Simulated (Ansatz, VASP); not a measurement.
## Two plane-wave programs on H

INCAR

```
ALGO     = Normal         # electronic algorithm
EDIFF    = 1E-6           # SCF threshold, eV
ENCUT    = 520            # plane-wave cutoff, eV
GGA      = PE             # functional
ISIF     = 2              # what is computed and relaxed
ISMEAR   = 0              # smearing method
ISPIN    = 2              # spin polarisation
LASPH    = T              # aspherical terms in the spheres
LCHARG   = F              # write CHGCAR
LORBIT   = 11             # projections on sites
LREAL    = F              # projectors in reciprocal space
LWAVE    = F              # write WAVECAR
MAGMOM   = 1.05 1.05      # initial moments
NBANDS   = 12             # bands
NELM     = 150            # most SCF steps
PREC     = Accurate       # precision mode
SIGMA    = 0.05           # smearing width, eV
```

KPOINTS

```
k-points
0
Gamma
  6 6 6
```

The input POSCAR:

```
H
1.0
    5.8315000000      0.0000000000      0.0000000000
   -2.9157500000      5.0502271422      0.0000000000
    0.0000000000      0.0000000000      4.0666000000
H
2
Direct
    0.3333333333      0.6666666667      0.2500000000
    0.6666666667      0.3333333333      0.7500000000
```

Input for Ansatz:

```yaml
crystal:
  lattice:
    - [5.8315, 0.0, 0.0]
    - [-2.91575, 5.0502271422, 0.0]
    - [0.0, 0.0, 4.0666]
  atoms:
    - { symbol: H, position: [0.3333333333, 0.6666666667, 0.25], spin: 1.05 }
    - { symbol: H, position: [0.6666666667, 0.3333333333, 0.75], spin: 1.05 }
basis:
  ecutwfc: 520.0
kpoints:
  mp_grid: { grid: [6, 6, 6] }
hamiltonian:
  xc: pbe
scf:
  occupations: { method: gaussian, width: 0.05 }
output:
  forces: true
  stress: true
  eigenvalues: true
  populations: true
magnetization:
  spin_polarized: true
```

Alike in both runs: task single point; functional PBE; k mesh 6 × 6 × 6; occupations gaussian, width 0.05 eV; collinear spin.

|  | VASP | Ansatz |
| --- | --- | --- |
| version | VASP 6.6.1 | Ansatz 0.2.0 |
| potentials or method | VASP PAW PBE potentials, release 64 (H), cutoff 520 eV | scalar-relativistic, plane waves, PAW |
| valence electrons in the cell | 2 | 2 |

Ansatz gave:

| Quantity | Value |
| --- | --- |
| gap on the k mesh at the Fermi level (eV) | 6.76 |
| least direct gap on the mesh (eV) | 7.06 |
| pressure (GPa) | 0.0 |
| net moment per atom (μB) | 1.00 |
| size of the moment on the site where the two differ most (μB) | 0.96 |

Task: Estimate VASP's values.

Result: gap on the k mesh at the Fermi level (eV): 6.76; least direct gap on the mesh (eV): 7.16; pressure (GPa): 0.0; net moment per atom (μB): 1.00; size of the moment on the site where the two differ most (μB): 0.38.

Site moments also hang on the region over which each program counts them. Ansatz's warnings: nearly empty spin channel levels not settled, published levels not confirmed, stability check not made.
